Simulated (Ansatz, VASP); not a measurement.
Given: the input of a run of Ansatz 0.2.0 on HfN.

File input.yaml:

```yaml
crystal:
  lattice:
    - [0.0, 2.256, 2.256]
    - [2.256, 0.0, 2.256]
    - [2.256, 2.256, 0.0]
  atoms:
    - { symbol: Hf, position: [0.0, 0.0, 0.0] }
    - { symbol: "N", position: [0.5, 0.5, 0.5] }
hamiltonian:
  xc: pbe
  pseudopotentials: { kind: paw }
kpoints:
  mp_grid: { grid: [10, 10, 10] }
scf:
  occupations: { method: fermi_dirac, width: 0.05 }
output:
  forces: true
  stress: true
  eigenvalues: true
```

Potentials or basis: Ansatz PAW.

The run is started by

```bash
$ ansatz run input.yaml --threads 1 --pin off --max-ram 3584MiB --backend cpu --events-out ev --progress --plain --runs-dir out
```

Translate it to VASP 6.6.1. Potentials there: VASP PAW PBE potentials, release 64 (Hf_pv, N).

As run (the cutoff follows the program's own potentials):

File INCAR:

```
ALGO     = Normal         # electronic algorithm
EDIFF    = 1E-6           # SCF threshold, eV
ENCUT    = 520            # plane-wave cutoff, eV
GGA      = PE             # functional
ISIF     = 2              # what is computed and relaxed
ISMEAR   = -1             # smearing method
LASPH    = True           # aspherical terms in the spheres
LCHARG   = False          # write CHGCAR
LREAL    = False          # projectors in reciprocal space
LWAVE    = False          # write WAVECAR
NBANDS   = 14             # bands
NELM     = 80             # most SCF steps
PREC     = Accurate       # precision mode
SIGMA    = 0.05           # smearing width, eV
```

File KPOINTS:

```
k-points
0
Gamma
  10 10 10
```

The input POSCAR:

```
HfN
1.0
    0.0000000000      2.2560000000      2.2560000000
    2.2560000000      0.0000000000      2.2560000000
    2.2560000000      2.2560000000      0.0000000000
Hf N
1 1
Direct
    0.0000000000      0.0000000000      0.0000000000
    0.5000000000      0.5000000000      0.5000000000
```

Potentials or basis: VASP PAW PBE potentials, release 64 (Hf_pv, N).

Launch:

```console
$ cat potpaw_PBE.64/Hf_pv/POTCAR potpaw_PBE.64/N/POTCAR > POTCAR
$ mpirun -np 1 vasp_std > vasp.out
```

Both were run:

|  | VASP | Ansatz | Ansatz less VASP |
| --- | --- | --- | --- |
| gap on the k mesh at the Fermi level (eV) | none | none | - |
| pressure (GPa) | 4.2 | 6.6 | +2.39 |

A gap of «none» marks a metal or a gap that the smearing closes. VASP's potentials hold 15 valence electrons a cell and Ansatz's 31, so a difference there can come from the potentials and not from the codes.

Spin-orbit coupling is off throughout.
